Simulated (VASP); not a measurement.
# Si7RuO16 (a cell with a defect) in VASP: notebook

Runs on Si7RuO16 (a cell with a defect). Level: PBE. Tasks: single point.

All numbers are computed with VASP 6.6.1; they aren't measurements. Logs are shortened: lines on timing, memory, paths and dates and some standing lists are left out, and cuts for length are marked.

## (1) The cell of the first run

The cell holds a defect, 24 atoms: a = 8.726 Å, b = 8.726 Å, c = 7.186 Å, α = 65.69°, β = 65.69°, γ = 48.63°.

## (2) Single point, PBE, collinear spin, ferromagnetic start

Contents of INCAR:

```
SYSTEM = Si7RuO16
ALGO = Normal ; EDIFF = 1E-6
ENCUT = 520 ; GGA = PE
GGA_COMPAT = .FALSE. ; ISIF = 2
ISMEAR = -1 ; ISPIN = 2
LASPH = .TRUE. ; LCHARG = .TRUE.
LELF = .TRUE. ; LMAXMIX = 4
LORBIT = 11 ; LREAL = .FALSE.
LVHAR = .TRUE. ; LWAVE = .FALSE.
MAGMOM = 0 0 0 0 0 0 0 1.79 0 0 0.12 0 0.01 0 0 0.12 0 0.12 0 0.01 0.12 0 0 0 ; NBANDS = 91
NELECT = 139.0 ; NELM = 200
NUPDOWN = 3.0 ; PREC = Accurate
SIGMA = 0.01
```

Contents of KPOINTS:

```
k-points
0
G
  1 1 1
  0 0 0
```

Contents of POSCAR:

```
Si7RuO16
1.0
    0.0000000000      5.0813926894      7.0944098913
    5.0813926894      0.0000000000      7.0944098913
    5.0813926894      5.0813926894      0.0000000000
Si Ru O
7 1 16
Direct
    0.2446685023      0.2280667855      0.5072316937
    0.7743993343      0.7574567060      0.9876165678
    0.1332453956      0.6123141150      0.1536782849
    0.6098805683      0.1294614660      0.6117137089
    0.3903605046      0.8684888956      0.3416332015
    0.8727542951      0.3921963511      0.8838320720
   -0.0141773372      0.0162582794      0.2479431349
    0.5014496649      0.5007090879      0.7479568264
    0.1035789218      0.2959666739      0.7299128581
    0.5765916951      0.8817746225      0.1665336603
    0.4530149200      0.3159971724      0.7383132652
    1.0324418197      0.7957931971      0.2714449644
    0.4760984855      0.1615629325      0.4756514197
    0.9784628574      0.7252495734      0.9944290496
    0.2065322108      0.9690969370      0.2245272266
    0.6854048656      0.5497308308      0.7582143554
   -0.1133192262      0.1856652133      0.0434558617
    0.4942470913      0.6270613223      0.4530904002
    0.2777739004      0.0234885241      0.5005120982
    0.8417807732      0.5256258483      1.0194496465
    0.3747829075      0.5083765811      1.0426559193
    0.8163760301      0.1157976005      0.4522344120
    0.1201645400      0.4257324774      0.3283387546
    0.7061728291      0.8982134545      0.7649817580
```

Potentials or basis: VASP PAW PBE potentials, release 64 (Si, Ru_pv, O).

Launch:

```sh
cat potpaw_PBE.64/Si/POTCAR potpaw_PBE.64/Ru_pv/POTCAR potpaw_PBE.64/O/POTCAR > POTCAR
mpirun -np 1 vasp_gam > vasp.out
```

OUTCAR:

```text
SYSTEM = Si7RuO16
   EDIFF = 1E-6
   ENCUT = 520
   GGA = PE
   ISIF = 2
   ISMEAR = -1
   ISPIN = 2
   LASPH = .TRUE.
   LORBIT = 11
   LREAL = .FALSE.
   NELECT = 139.0
   NELM = 200
   NUPDOWN = 3.0
   PREC = Accurate

 ion  position               nearest neighbor table
   1  0.245  0.228  0.507-   9 1.62  13 1.63  19 1.63  23 1.63   4 3.05   3 3.06   5 3.07   6 3.12

   2  0.774  0.757  0.988-  24 1.62  20 1.63  14 1.63  10 1.63   6 3.04   5 3.06   3 3.07   4 3.12

   3  0.133  0.612  0.154-  21 1.61  23 1.64  14 1.64  12 1.64   1 3.06   2 3.07   7 3.13   8 3.20
[... 13 lines left out ...]
  11  0.453  0.316  0.738-   4 1.61   8 1.95
  12  0.032  0.796  0.271-   7 1.63   3 1.64
  13  0.476  0.162  0.476-   1 1.63   4 1.64
  14  0.978  0.725  0.994-   2 1.63   3 1.64
[... 8 lines left out ...]
  23  0.120  0.426  0.328-   1 1.63   3 1.64
  24  0.706  0.898  0.765-   2 1.62   4 1.64

  LATTYP: Found a body centered tetragonal cell.
 ALAT       =     7.1861744571
 C/A-ratio  =     1.9744608021

  Lattice vectors:

 A1 = (  -5.0813926894,   0.0000000000,   7.0944098913)
 A2 = (   5.0813926894,   0.0000000000,   7.0944098913)
 A3 = (   0.0000000000,   5.0813926894,  -7.0944098913)

Analysis of symmetry for initial positions (statically):
=====================================================================
 Subroutine PRICEL returns:
 Original cell was already a primitive cell.

 Routine SETGRP: Setting up the symmetry group for a
 body centered tetragonal supercell.

 Subroutine GETGRP returns: Found  1 space group operations
 (whereof  1 operations were pure point group operations)
 out of a pool of 16 trial point group operations.

The static configuration has the point symmetry C_1 .

Analysis of symmetry for dynamics (positions and initial velocities):
=====================================================================
 Subroutine PRICEL returns:
 Original cell was already a primitive cell.

 Routine SETGRP: Setting up the symmetry group for a
 body centered tetragonal supercell.

 Subroutine GETGRP returns: Found  1 space group operations
 (whereof  1 operations were pure point group operations)
 out of a pool of 16 trial point group operations.

The dynamic configuration has the point symmetry C_1 .

Analysis of structural, dynamic, and magnetic symmetry:
=====================================================================
 Subroutine PRICEL returns:
 Original cell was already a primitive cell.

 Routine SETGRP: Setting up the symmetry group for a
 body centered tetragonal supercell.

 Subroutine GETGRP returns: Found  1 space group operations
 (whereof  1 operations were pure point group operations)
 out of a pool of 16 trial point group operations.

The overall configuration has the point symmetry C_1 .

 Subroutine INISYM returns: Found  1 space group operations
 (whereof  1 operations are pure point group operations),
 and found     1 'primitive' translations

----------------------------------------------------------------------------------------

                                     Primitive cell

  volume of cell :     366.3632

  direct lattice vectors                    reciprocal lattice vectors
     0.000000000  5.081392689  7.094409891    -0.098398221  0.098398221  0.070478025
     5.081392689  0.000000000  7.094409891     0.098398221 -0.098398221  0.070478025
     5.081392689  5.081392689  0.000000000     0.098398221  0.098398221 -0.070478025

  length of vectors
     8.726465686  8.726465686  7.186174457     0.155985806  0.155985806  0.155985806

  position of ions in fractional coordinates (direct lattice)
     0.244668502  0.228066785  0.507231694
     0.774399334  0.757456706  0.987616568
     0.133245396  0.612314115  0.153678285
     0.609880568  0.129461466  0.611713709
     0.390360505  0.868488896  0.341633202
     0.872754295  0.392196351  0.883832072
[... 16 lines left out ...]
     0.120164540  0.425732477  0.328338755
     0.706172829  0.898213455  0.764981758

  ion indices of the primitive-cell ions
   primitive index   ion index
[... 54 lines left out ...]
   k-points           NKPTS =      1   k-points in BZ     NKDIM =      1   number of bands    NBANDS=     91
   number of dos      NEDOS =    301   number of ions     NIONS =     24
   total plane-waves  NPLWV = 264600
   dimension x,y,z NGX =    70 NGY =   70 NGZ =   54
   dimension x,y,z NGXF=   140 NGYF=  140 NGZF=  108
   ions per type =               7   1  16
   NGX,Y,Z   is equivalent  to a cutoff of  13.34, 13.34, 12.49 a.u.
   NGXF,Y,Z  is equivalent  to a cutoff of  26.67, 26.67, 24.98 a.u.
 SYSTEM =  Si7RuO16
   PREC   = accura    normal or accurate (medium, high low for compatibility)
   ISTART =      0    job   : 0-new  1-cont  2-samecut
   ICHARG =      2    charge: 1-file 2-atom 10-const
   ISPIN  =      2    spin polarized calculation?
   LNONCOLLINEAR =      F non collinear calculations
   LSORBIT =      F    spin-orbit coupling
   LASPH  =      T    aspherical Exc in radial PAW
   ENCUT  =  520.0 eV  38.22 Ry    6.18 a.u.  16.23 16.23 13.36*2*pi/ulx,y,z
   NELM   =    200;   NELMIN=  2; NELMDL= -5     # of ELM steps
   EDIFF  = 0.1E-05   stopping-criterion for ELM
   LREAL  =      F    real-space projection
   EDIFFG = 0.1E-04   stopping-criterion for IOM
   NSW    =      0    number of steps for IOM
   IBRION =     -1    ionic relax: 0-MD 1-quasi-New 2-CG
   NFREE  =      0    steps in history (QN), initial steepest desc. (CG)
   ISIF   =      2    stress and relaxation
   ISYM   =      2    0-nonsym 1-usesym 2-fastsym
   POTIM  = 0.5000    time-step for ionic-motion
   TEBEG  =    0.0;   TEEND  =   0.0 temperature during run
   PSTRESS=    0.0 pullay stress
   NELECT =     139.0000    total number of electrons
   NUPDOWN=       3.0000    fix difference up-down
   EMIN   =  10.00;   EMAX   =-10.00  energy-range for DOS
   EFERMI =   0.00;   METHOD = LEGACY
   ISMEAR =    -1;   SIGMA  =   0.01  broadening in eV -4-tet -1-fermi 0-gaus
   EFERMI_NEDOS =   21; number of points for ismear=-14 and -15
   IALGO  =     38    algorithm
   IMIX   =      4    mixing-type and parameters
     AMIX     =   0.40;   BMIX     =  1.00
     AMIX_MAG =   1.60;   BMIX_MAG =  1.00
  volume/ion in A,a.u.               =      15.27       103.01
  Fermi-wavevector in a.u.,A,eV,Ry     =   1.185157  2.239622 19.110699  1.404597
  Thomas-Fermi vector in A             =   2.321356
   LORBIT       =     11    0 simple, 1 ext, 2 COOP (PROOUT), +10 PAW based schemes
   GGA     = PE    functional components
   LHFCALC =     F    Hartree Fock is set to
   AEXX    =    0.0000 exact exchange contribution
   IVDW    =     0    specifies the selected vdW correction
   LEPSILON=     F    determine dielectric tensor
   LRPA    =     F    only Hartree local field effects (RPA)
 spin polarized calculation
  energy-cutoff  :      520.00
  volume of cell :      366.36
 maximum number of plane-waves:      4932
 NGX is ok and might be reduce to    70
   NGX = 33   NGY = 33   NGZ = 27

 number of electron     139.0000001 magnetization       3.0001267

 Free energy of the ion-electron system (eV)
  ---------------------------------------------------
  ext. energy  EPLUGINS =         0.00000000
  ---------------------------------------------------
  free energy    TOTEN  =      -182.95554017 eV

  energy without entropy =     -182.95554017  energy(sigma->0) =     -182.95554017

 E-fermi :   2.6213     XC(G=0):  -8.3791

 val. band max:        2.3758166151   @ k =   0.0000   0.0000   0.0000
 cond. band min:       3.3048515981   @ k =   0.0000   0.0000   0.0000
 fundamental gap:      0.9290349831
 Fermi energy:         2.4044607084

 spin component 1

 k-point     1 :       0.0000    0.0000    0.0000
  band No.  band energies     occupation
      1     -42.0176      1.00000
      2     -42.0020      1.00000
      3     -41.0156      1.00000
      4     -19.4702      1.00000
      5     -18.7221      1.00000
      6     -18.6919      1.00000
[... 73 lines left out ...]
     80       9.0884      0.00000
     81       9.2062      0.00000
 Fermi energy:         2.6212818720

 spin component 2

 k-point     1 :       0.0000    0.0000    0.0000
  band No.  band energies     occupation
      1     -40.2150      1.00000
      2     -40.1943      1.00000
      3     -39.2495      1.00000
      4     -19.4604      1.00000
      5     -18.7183      1.00000
      6     -18.6893      1.00000
[... 73 lines left out ...]
     80       9.1559      0.00000
     81       9.2329      0.00000
 [bands above 81 left out]

------------------------ aborting loop because EDIFF is reached ----------------------------------------

  FORCE on cell =-STRESS in cart. coord.  units (eV):
  Direction    XX          YY          ZZ          XY          YZ          ZX
  --------------------------------------------------------------------------------------
  -------------------------------------------------------------------------------------
  Total        7.0292936      6.9664328     13.4552337      5.5160808      0.0703675      0.0483938
  in kB       30.7404680     30.4655657     58.8423540     24.1228940      0.3077307      0.2116354
  external PRESSURE =      40.0161292 kB  Pullay stress =       0.0000000 kB

 VOLUME and BASIS-vectors are now :
 -----------------------------------------------------------------------------
  energy-cutoff  :      520.00
  volume of cell :      366.36
      direct lattice vectors                 reciprocal lattice vectors
     0.000000000  5.081392689  7.094409891    -0.098398221  0.098398221  0.070478025
     5.081392689  0.000000000  7.094409891     0.098398221 -0.098398221  0.070478025
     5.081392689  5.081392689  0.000000000     0.098398221  0.098398221 -0.070478025

 POSITION                                       TOTAL-FORCE (eV/Angst)
 -----------------------------------------------------------------------------------
      3.73634      3.82070      3.35378         0.013924     -0.002632     -0.027402
      8.86740      8.95349     10.86761         0.009199     -0.014129      0.021899
      3.89231      1.45797      5.28930         0.032303     -0.036308     -0.021620
      3.76620      6.20740      5.24520        -0.043811      0.009116      0.008296
      6.14911      3.71955      8.93079         0.050861     -0.034081      0.016816
      6.48400      8.92591      8.97408        -0.001925      0.045307     -0.000975
[... 16 lines left out ...]
      3.83173      2.27902      3.87282         0.012232      0.010745      0.002794
      8.45135      7.47551     11.38217         0.027505      0.020290      0.022085
 -----------------------------------------------------------------------------------
    total drift:                                0.000708     -0.000483     -0.000545

  FREE ENERGIE OF THE ION-ELECTRON SYSTEM (eV)
  ---------------------------------------------------
  free  energy   TOTEN  =      -182.9555401667 eV

  energy  without entropy=     -182.9555401667  energy(sigma->0) =     -182.95554017

 total charge

# of ion       s       p       d       tot
------------------------------------------
    1        0.646   0.992   0.000   1.638
    2        0.646   0.992   0.000   1.638
    3        0.649   0.988   0.000   1.637
    4        0.649   0.986   0.000   1.636
    5        0.649   0.988   0.000   1.637
    6        0.649   0.986   0.000   1.636
[... 16 lines left out ...]
   23        1.550   3.682   0.000   5.232
   24        1.548   3.694   0.000   5.242
--------------------------------------------------
tot         29.759  71.613   5.740 107.113

 magnetization (x)

# of ion       s       p       d       tot
------------------------------------------
    1       -0.000   0.000   0.000   0.000
    2       -0.000   0.000   0.000   0.000
    3        0.001   0.004   0.000   0.004
    4        0.001   0.003   0.000   0.005
    5        0.001   0.004   0.000   0.004
    6        0.001   0.003   0.000   0.005
[... 16 lines left out ...]
   23        0.000   0.003   0.000   0.004
   24        0.000   0.000   0.000   0.000
--------------------------------------------------
tot          0.024   0.519   2.173   2.716
```

Wall time 2.5 min (1 thread of Intel Xeon Platinum 8488C (Sapphire Rapids), shared host); peak memory 0.74 GiB.

Results:

```yaml
Free_energy: -182.9555 eV
Largest_force: 0.063 eV/Å
Net_moment: 3.00 μB per cell
Site_moments: Si +0.00, +0.01 (each value once); Ru +2.22; O +0.00, +0.11, +0.01 (each value once) μB
Valence_electrons_inside_the_program's_atomic_spheres: Si 1.64, 1.63 (each value once); Ru 12.40; O 5.24, 5.23, 5.11, 5.12 (each value once)
```

Forces on the atoms (eV/Å):
```
Si   0.014 -0.003 -0.027
Si   0.009 -0.014  0.022
Si   0.032 -0.036 -0.022
Si  -0.044  0.009  0.008
Si   0.051 -0.034  0.017
Si  -0.002  0.045 -0.001
Si   0.010 -0.010  0.006
Ru   0.018 -0.020  0.000
O   -0.022 -0.026 -0.013
O   -0.017 -0.010 -0.001
O    0.025 -0.002  0.034
O   -0.047 -0.030  0.003
O    0.032  0.022 -0.009
O    0.019  0.045 -0.013
O    0.028  0.041 -0.005
O   -0.007 -0.024 -0.032
O    0.009  0.010  0.010
O   -0.017  0.053 -0.030
O   -0.046 -0.022  0.012
O   -0.024 -0.033  0.004
O   -0.048  0.013  0.030
O   -0.014 -0.007 -0.017
O    0.012  0.011  0.003
O    0.028  0.020  0.022
```

Caveat: the k points lie up to 0.98 Å⁻¹ apart, too coarse for converged energies, forces and pressures; the cell carries a net charge on a neutralising background, which shifts energy and pressure; the cell is charged against a uniform background, so pressure and absolute levels hang on convention; the total moment is fixed, so each spin has its own Fermi level and the state may be an excited one.

## (3) Single point, PBE, collinear spin

Contents of INCAR:

```
PREC = Accurate
ENCUT = 520
EDIFF = 1E-6
ISMEAR = -1
SIGMA = 0.01
LREAL = F
LASPH = T
NELM = 200
ALGO = Normal
ISIF = 2
LWAVE = F
LCHARG = T
ISPIN = 2
MAGMOM = 0 0 0.01 0 0 0.01 0 2.11 0 0.01 0.21 0 0.01 0 0 0.22 0 0.21 0 0.01 0.22 0 0.01 0
LORBIT = 11
NUPDOWN = 4.0
LMAXMIX = 4
GGA = PE
LELF = T
LVHAR = T
NBANDS = 91
GGA_COMPAT = F
```

Contents of KPOINTS:

```
regular mesh
0
Gamma
  1 1 1
```

Contents of POSCAR:

```
Si7RuO16
1.0
    0.0000000000      5.0813926894      7.0944098913
    5.0813926894      0.0000000000      7.0944098913
    5.0813926894      5.0813926894      0.0000000000
Si Ru O
7 1 16
Direct
    0.2460224270      0.2442711760      0.4546387918
    0.7534730654      0.7587831031      0.9436813771
    0.0508317799      0.6757972589      0.1625476250
    0.5790322210      0.1743273522      0.5978084488
    0.4213064567      0.8278278884      0.3499663887
    0.9484606162      0.3272115471      0.8887447306
    0.0001126866      0.0009595407      0.3070667862
    0.5001125711      0.5013639709      0.7890500583
    0.1183078948      0.2164369794      0.6912301865
    0.5592735178      0.7677928172      0.1229879966
    0.4302317087      0.3641263423      0.7252953023
    0.9613706516      0.8540619317      0.2786185377
    0.4389386465      0.2369766903      0.4495385000
    0.8792250674      0.7886586243      1.0253122233
    0.2079318606      0.8475317327      0.4071148976
    0.7157328592      0.4018994870      0.9100408856
    0.0391831229      0.1467726553      0.0920511454
    0.5713808968      0.6361587197      0.5167995924
    0.3509554547      0.0530508095      0.3502030286
    0.9235966612      0.5344330373      0.8719883810
    0.2825018150      0.6034293527      1.0241055562
    0.7920323028      0.1552949705      0.4607537415
    0.0771682300      0.4671704106      0.3259184152
    0.6503586013      0.9479928787      0.7509330575
```

Potentials or basis: VASP PAW PBE potentials, release 64 (Si, Ru_pv, O).

Launch:

```sh
cat potpaw_PBE.64/Si/POTCAR potpaw_PBE.64/Ru_pv/POTCAR potpaw_PBE.64/O/POTCAR > POTCAR
mpirun -np 1 vasp_gam > vasp.out
```

It took 2.6 min on 1 thread of Intel Xeon Platinum 8488C (Sapphire Rapids), shared host; peak memory 0.75 GiB.

The run converged. Its results:

| Quantity | Value |
| --- | --- |
| Free energy | -184.7622 eV |
| Pressure | 0.9 GPa |
| Largest force | 0.072 eV/Å |
| Net moment | 4.00 μB per cell |
| Site moments | Si +0.00, +0.01 (each value once); Ru +2.65; O +0.00, +0.01, +0.20, +0.21 (each value once) μB |
| Valence electrons inside the program's atomic spheres | Si 1.61, 1.62 (each value once); Ru 12.30; O 5.23, 5.08, 5.22, 5.10, 5.24 (each value once) |

Forces in eV/Å, atoms in the order of the input:
```
Si  -0.016 -0.030 -0.013
Si  -0.027 -0.019  0.020
Si   0.042 -0.024  0.001
Si  -0.032 -0.020  0.009
Si  -0.017 -0.033 -0.009
Si  -0.023  0.029  0.013
Si   0.004  0.005 -0.014
Ru   0.021  0.012  0.002
O    0.013 -0.003  0.012
O    0.020  0.008  0.008
O    0.042  0.003  0.040
O   -0.012 -0.009  0.001
O   -0.001  0.016 -0.015
O   -0.008  0.023 -0.007
O    0.009  0.004 -0.002
O    0.001 -0.051 -0.028
O   -0.002 -0.019  0.001
O    0.008  0.052 -0.049
O    0.012  0.015  0.007
O    0.016 -0.004  0.007
O   -0.050  0.007  0.028
O   -0.008  0.002 -0.007
O   -0.006  0.028 -0.001
O    0.016  0.009 -0.003
```

Stress tensor (GPa, compression positive):
```
 0.23  2.16 -0.51
 2.16  0.17  0.51
-0.51  0.51  2.19
```

Caveat: the k points lie up to 0.98 Å⁻¹ apart, too coarse for converged energies, forces and pressures; the total moment is fixed, so each spin has its own Fermi level and the state may be an excited one.
